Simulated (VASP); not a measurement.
Set up this calculation in VASP 6.6.1, as the native input.

```yaml
Task: single point
Functional: LDA
Potentials_or_basis: VASP PAW LDA potentials, release 64 (Zr_sv, B)
Cutoff: 520 eV
k_mesh: 13 × 13 × 10
Occupations: fermi-dirac, width 0.03 eV
Spin: no spin polarisation
Dipole_correction: no
Further_INCAR_settings: ALGO = Normal; EDIFF = 1e-06; NBANDS = 16
```

The structure of ZrB2 lies in POSCAR:

```
ZrB2
1.0
    3.1649998255      0.0158249991      0.0158249991
   -1.5687950615      2.7330577523      0.0057923517
    0.0176000000      0.0176000000      3.5200000000
Zr B
1 2
Direct
    0.0000000000      0.0000000000      0.0000000000
    0.3333333333      0.6666666667      0.5000000000
    0.6666666667      0.3333333333      0.5000000000
```

This cell differs from its parent crystal: equal xy, yz and zx shear strains of +1 %.

The input as run:

INCAR

```
PREC = Accurate ; ENCUT = 520
EDIFF = 1E-6 ; ISMEAR = -1
SIGMA = 0.03 ; LREAL = F
LASPH = T ; NELM = 60
ALGO = Normal ; ISIF = 2
LWAVE = F ; LCHARG = T
GGA = CA ; LELF = T
LVHAR = T ; NBANDS = 16
```

KPOINTS

```
Automatic mesh
0
Gamma
  13 13 10
```

Potentials or basis: VASP PAW LDA potentials, release 64 (Zr_sv, B).

Run with:

```bash
$ cat potpaw_LDA.64/Zr_sv/POTCAR potpaw_LDA.64/B/POTCAR > POTCAR
$ mpirun -np 1 vasp_std > vasp.out
```

It gave:

* Pressure: -6.7 GPa
* Largest force: 0.021 eV/Å
* Band gap on the k mesh: zero (bands 9 and 10 overlap by 0.89 eV)

Caveat: the cell differs from its parent crystal (equal xy, yz and zx shear strains of +1 %); the cell stands under tension.

It took 6.1 min on 1 thread of Intel Xeon 8259CL, with other jobs on the host, peak memory 0.47 GiB.
